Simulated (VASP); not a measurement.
Input of a VASP 6.6.1 run:

Contents of INCAR:

```
SYSTEM = Co
ALGO = Normal ; EDIFF = 1E-7
EDIFFG = -0.01 ; ENCUT = 600
GGA = RE ; IBRION = 2
ISIF = 3 ; ISMEAR = -1
LASPH = .TRUE. ; LCHARG = .FALSE.
LREAL = .FALSE. ; LWAVE = .FALSE.
NELM = 100 ; NSW = 80
PREC = Accurate ; SIGMA = 0.1
```

KPOINTS

```
k-points
0
G
  14 14 4
  0 0 0
```

The input POSCAR:

```
Co
1.0
    2.5018845205      0.0000000000      0.0000000000
   -1.2509422603      2.1666955521      0.0000000000
    0.0000000000      0.0000000000      8.1711548441
Co
4
Direct
    0.0000000000      0.0000000000      0.0000000000
    0.0000000000      0.0000000000      0.5000000000
    0.3333333333      0.6666666667      0.2500000000
    0.6666666667      0.3333333333      0.7500000000
```

Potentials or basis: VASP PAW PBE potentials, release 64 (Co).

Launch:

```bash
$ cat potpaw_PBE.64/Co/POTCAR > POTCAR
$ mpirun -np 1 vasp_std > vasp.out
```

Estimate the space group after relaxing (to 0.05 Å).

P6_3/mmc (No. 194).

Estimate the relaxed cell.

a = 2.461 Å, b = 2.461 Å, c = 8.008 Å, α = 90.00°, β = 90.00°, γ = 120.00°.

Predict the relaxed volume.

10.50 Å³/atom.

Step by step:
```tsv
step	energy change (eV)	largest force (eV/Å)	pressure (GPa)	volume (Å³)
1	0.0000	0.0000	-10.90	44.29
2	0.0240	0.0000	15.44	39.64
3	-0.0831	0.0000	-0.12	42.01
4	-0.0831	0.0000	0.15	41.97
5	-0.0831	0.0000	-0.16	42.02
6	-0.0831	0.0000	-0.07	42.01
7	-0.0831	0.0000	-0.12	42.01
8	-0.0831	0.0000	-0.12	42.01
9	-0.0831	0.0000	-0.09	42.01
10	-0.0831	0.0000	0.04	41.99
```

Caveat: the bands computed are all filled at some k points, so no gap is given; the PAW data sets were made with another functional, which shifts forces and pressure a little; the run has no spin polarisation, though such a crystal can be magnetic. Spin polarisation is off, so any magnetic state and its effect on volume and gap are missing.
